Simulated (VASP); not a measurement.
A run of VASP 6.6.1 is set up as follows.

The input INCAR:

```
ALGO = Normal
DIPOL = 0.5 0.5 0.401
EDIFF = 1E-7
ENCUT = 520
GGA = PE
IDIPOL = 3
ISIF = 2
ISMEAR = 0
IVDW = 12
LASPH = T
LCHARG = F
LDIPOL = T
LREAL = F
LWAVE = F
NBANDS = 50
NELM = 100
PREC = Accurate
SIGMA = 0.05
```

File KPOINTS:

```
k-points
0
Gamma
  7 7 1
```

POSCAR

```
SnO
1.0
    3.8206509079      0.0000053603      0.0000000000
   -0.0000052472      3.8206509079      0.0000000000
    0.0000000000      0.0000000000     22.2280089981
Sn O
4 4
Direct
    0.9998502662      0.9998502662      0.2024472817
    0.4998491692      0.4998491692      0.3087997895
    0.6248491692      0.9998491692      0.4932517573
    1.1248502662      1.4998502662      0.5996042650
    0.9998512723      0.4998508145      0.2556235141
    0.4998508145      0.9998512723      0.2556235141
    0.6248481630      1.4998486208      0.5464279896
    1.1248486208      0.9998481630      0.5464279896
```

Potentials or basis: VASP PAW PBE potentials, release 64 (Sn_d, O).

Run with:

```bash
$ cat potpaw_PBE.64/Sn_d/POTCAR potpaw_PBE.64/O/POTCAR > POTCAR
$ mpirun -np 1 vasp_std > vasp.out
```

Question: Predict the band gap on the k mesh.

Answer: 2.45 eV, indirect (least direct gap 2.55 eV).

Question: Estimate the largest force.

Answer: 0.131 eV/Å.

Question: What does it give for the dispersion energy per atom?

Answer: -0.156 eV.

Forces on the atoms (eV/Å):
```
Sn  -0.002  0.000 -0.068
Sn  -0.009  0.000  0.131
Sn   0.009  0.000 -0.131
Sn   0.002  0.000  0.068
O   -0.014  0.000  0.010
O    0.005  0.000  0.009
O   -0.005  0.000 -0.009
O    0.014  0.000 -0.010
```

Caveat: spin-orbit coupling is left out, which moves the levels of the heavy elements.
